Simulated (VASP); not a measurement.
Be3Se2O:

```
Be Se O
1.0
     4.52969    0.00000    0.00000
    -2.26484    3.92283    0.00000
     0.00000    0.00000    5.25144
Be Se O
3 2 1
Direct
  0.50000 0.00000 0.75615
  0.00000 0.50000 0.75615
  0.50000 0.50000 0.75615
  0.33333 0.66667 0.24232
  0.66667 0.33333 0.24232
  0.00000 0.00000 0.71557
```

The cell was built from a structure type or drawn by symmetry, and may not be a known phase.

* Program: VASP 6.6.1
* Task: relaxation of cell and atoms
* Functional: PBE
* Potentials or basis: VASP PAW PBE potentials, release 64 (Be, Se, O)
* Cutoff: 600 eV
* k mesh: 6 × 6 × 4
* Occupations: gaussian, width 0.1 eV
* Spin: no spin polarisation

At the start: pressure -6.6 GPa; volume 15.55 Å³/atom.

Q: How do energy, volume and symmetry change on relaxing?

A: Over 11 steps the energy falls by 68.4 meV/atom and the volume is 15.21 Å³/atom (-2.2 %); space group P6mm (No. 183, to 0.1 Å) before, P6/mmm (No. 191, to 0.1 Å).

Step by step:
```tsv
step	energy change (eV)	largest force (eV/Å)	pressure (GPa)	volume (Å³)
1	0.0000	0.6781	-6.60	93.31
2	-0.2744	0.6068	-0.18	84.91
3	-0.2806	0.5907	1.03	83.67
4	-0.3216	0.4334	1.13	84.06
5	-0.3781	0.0975	1.86	85.16
6	-0.3901	0.1562	-0.86	88.78
7	-0.3922	0.1400	-0.12	87.75
8	-0.4016	0.0975	-0.11	88.49
9	-0.4098	0.0409	0.25	90.68
10	-0.4099	0.0331	-0.37	91.78
11	-0.4103	0.0367	-0.07	91.25
```

Final structure:
```
Be Se O
1.0
     4.27229    0.00000    0.00000
    -2.13615    3.69991    0.00000
     0.00000    0.00000    5.77250
Be Se O
3 2 1
Cartesian
  2.1361 0.0000 4.3015
  -1.0681 1.8500 4.3015
  1.0681 1.8500 4.3015
  0.0000 2.4666 1.4130
  2.1361 1.2333 1.4130
  0.0000 0.0000 4.2925
```
